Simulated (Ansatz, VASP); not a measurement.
## One calculation of Si4N, two programs

Contents of INCAR:

```
PREC = Accurate ; ENCUT = 520
EDIFF = 1E-6 ; ISMEAR = 0
SIGMA = 0.05 ; LREAL = F
LASPH = T ; NELM = 150
ALGO = Normal ; ISIF = 2
LWAVE = F ; LCHARG = F
ISPIN = 2 ; MAGMOM = 0 0 0 0 3
LORBIT = 11 ; LDIPOL = T
IDIPOL = 3 ; DIPOL = 0.5 0.5 0.327
GGA = PE ; IVDW = 12
NBANDS = 22
```

File KPOINTS:

```
Automatic mesh
0
Gamma
  7 7 1
```

The input POSCAR:

```
Si4N
1.0
    3.8333442755      0.0000000000      0.0000000000
    0.0000000000      3.8333442755      0.0000000000
    0.0000000000      0.0000000000     21.1034818114
Si N
4 1
Direct
    0.0000000000      0.5000000000      0.1895421825
    0.0000000000      0.0000000000      0.2537634269
    0.5000000000      0.0000000000      0.3207061922
    0.5000000000      0.5000000000      0.3839879070
    0.8750000000      0.6250000000      0.4882361074
```

Input for Ansatz:

```yaml
crystal:
  lattice:
    - [3.8333442755, 0.0, 0.0]
    - [0.0, 3.8333442755, 0.0]
    - [0.0, 0.0, 21.1034818114]
  atoms:
    - { symbol: Si, position: [0.0, 0.5, 0.1895421825] }
    - { symbol: Si, position: [0.0, 0.0, 0.2537634269] }
    - { symbol: Si, position: [0.5, 0.0, 0.3207061922] }
    - { symbol: Si, position: [0.5, 0.5, 0.383987907] }
    - { symbol: "N", position: [0.875, 0.625, 0.4882361074], spin: 3.0 }
basis:
  ecutwfc: 420
kpoints:
  mp_grid: { grid: [7, 7, 1] }
hamiltonian:
  xc: pbe
  pseudopotentials: { kind: paw, azcp: { folder: soft_1 } }
  dispersion: d3bj
scf:
  occupations: { method: gaussian, width: 0.05 }
output:
  forces: true
  eigenvalues: true
  populations: true
magnetization:
  spin_polarized: true
efield:
  axis: 3
  dipole_correction: true
  ramp_width: 0.04
```

Alike in both runs: task single point; functional PBE; dispersion D3(BJ); k mesh 7 × 7 × 1; occupations gaussian, width 0.05 eV; collinear spin.

|  | VASP | Ansatz |
| --- | --- | --- |
| version | VASP 6.6.1 | Ansatz 0.2.0 |
| potentials or method | VASP PAW PBE potentials, release 64 (Si, N), cutoff 520 eV | scalar-relativistic, plane waves, PAW |
| valence electrons in the cell | 21 | 21 |

|  | VASP | Ansatz | Ansatz less VASP |
| --- | --- | --- | --- |
| gap on the k mesh at the Fermi level (eV) | none | none | - |
| rms of the force components (eV/Å) | 0.627 | 0.627 | -0.0002 |
| net moment per atom (μB) | 0.36 | 0.36 | 0.000 |
| size of the moment on the site where the two differ most (μB) | 1.53 | 2.06 | +0.527 |

Site moments also hang on the region over which each program counts them. Atom by atom the forces differ by 0.002 eV/Å (rms over components). A gap of «none» marks a metal or a gap that the smearing closes.
